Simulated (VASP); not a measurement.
Set up this calculation in VASP 6.6.1, as the native input.

| Property | Result |
| --- | --- |
| Task | single point |
| Functional | r2SCAN |
| Potentials or basis | VASP PAW PBE potentials, release 64 (Mn_pv) |
| Cutoff | 520 eV |
| k mesh | 16 × 16 × 5 |
| Occupations | fermi-dirac, width 0.1 eV |
| Spin | no spin polarisation |
| Dipole correction | no |
| Further INCAR settings | ALGO = Normal; EDIFF = 1e-06; NBANDS = 34 |

Mn:

```
CELL_PARAMETERS angstrom
2.42639 0.00000 0.00000
-1.21320 2.10132 0.00000
0.00000 0.00000 7.85043
ATOMIC_POSITIONS crystal
Mn 0.00000 0.00000 0.00000
Mn 0.00000 0.00000 0.50000
Mn 0.33333 0.66667 0.25000
Mn 0.66667 0.33333 0.75000
```

This isn't the form of Mn at room conditions, which is a 58-atom cubic cell.

One way to write it, as run:

POSCAR

```
Mn
1.0
    2.4263904717      0.0000000000      0.0000000000
   -1.2131952358      2.1013157880      0.0000000000
    0.0000000000      0.0000000000      7.8504340997
Mn
4
Direct
    1.0000000000      1.0000000000      0.0000000000
    1.0000000000      0.0000000000      0.5000000000
    0.3333333333      0.6666666667      0.2500000000
    0.6666666667      0.3333333333      0.7500000000
```

INCAR.step1

```
PREC = Accurate
ENCUT = 520
ISMEAR = -1
SIGMA = 0.1
LREAL = F
LASPH = T
NELM = 100
NBANDS = 34
GGA = PE
ALGO = Normal
EDIFF = 1E-4
LWAVE = T
LCHARG = F
```

INCAR.step2

```
PREC = Accurate
ENCUT = 520
EDIFF = 1E-6
ISMEAR = -1
SIGMA = 0.1
LREAL = F
LASPH = T
NELM = 100
ALGO = Normal
ISIF = 2
LWAVE = F
LCHARG = F
METAGGA = R2SCAN
LMIXTAU = T
NBANDS = 34
ISTART = 1
```

KPOINTS

```
regular mesh
0
Gamma
  16 16 5
```

Potentials or basis: VASP PAW PBE potentials, release 64 (Mn_pv).

Launch:

```bash
$ cat potpaw_PBE.64/Mn_pv/POTCAR > POTCAR
$ cp INCAR.step1 INCAR
$ mpirun -np 1 vasp_std > vasp.out
$ cp INCAR.step2 INCAR
$ mpirun -np 1 vasp_std > vasp.out
```

Results of the run:

```
Pressure               : 14.0 GPa
Band gap on the k mesh : zero (bands 26 and 27 overlap by 2.38 eV)
```

Caveat: the cell stands under pressure; the PAW data sets were made with another functional, which shifts forces and pressure a little; the run has no spin polarisation, though such a crystal can be magnetic.

Wall time 4.4 min on 1 thread of Intel(R) Xeon(R) 6975P-C (Granite Rapids) (shared host), peak memory 0.21 GiB.
